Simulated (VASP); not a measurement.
The system is PbSe.

```
Pb Se
1.0
     0.00000   12.00080    3.12544
     3.11815    0.00000    3.12544
     3.11815   12.00080    0.00000
Pb Se
2 2
Cartesian
  3.1181 4.6258 3.1129
  3.1181 19.3758 3.1129
  3.1181 16.5472 3.0317
  3.1181 7.4544 3.0317
```

Base run:

```yaml
Program: VASP 6.6.1
Functional: LDA
Potentials_or_basis: VASP PAW LDA potentials, release 64 (Pb_d, Se)
Cutoff: 520 eV
k_mesh: 5 × 5 × 5
Occupations: gaussian, width 0.01 eV
Spin: no spin polarisation
```

Its results: band gap on the k mesh 1.27 eV, direct; pressure -1.8 GPa; largest force 0.314 eV/Å.

Q: The run is repeated on the same cell with these changes: k mesh from 5 × 5 × 5 to 2 × 2 × 2. What comes out?

A: Band gap on the k mesh 1.54 eV, direct; pressure -1.1 GPa; largest force 1.149 eV/Å.

Caveats: some runs use coarse meshes; spin-orbit coupling is left out, which moves the levels of the heavy elements; forces of over 1 eV/Å act on the atoms, so gaps and moduli don't describe the material at rest (some runs).

A k mesh can miss the band edges.
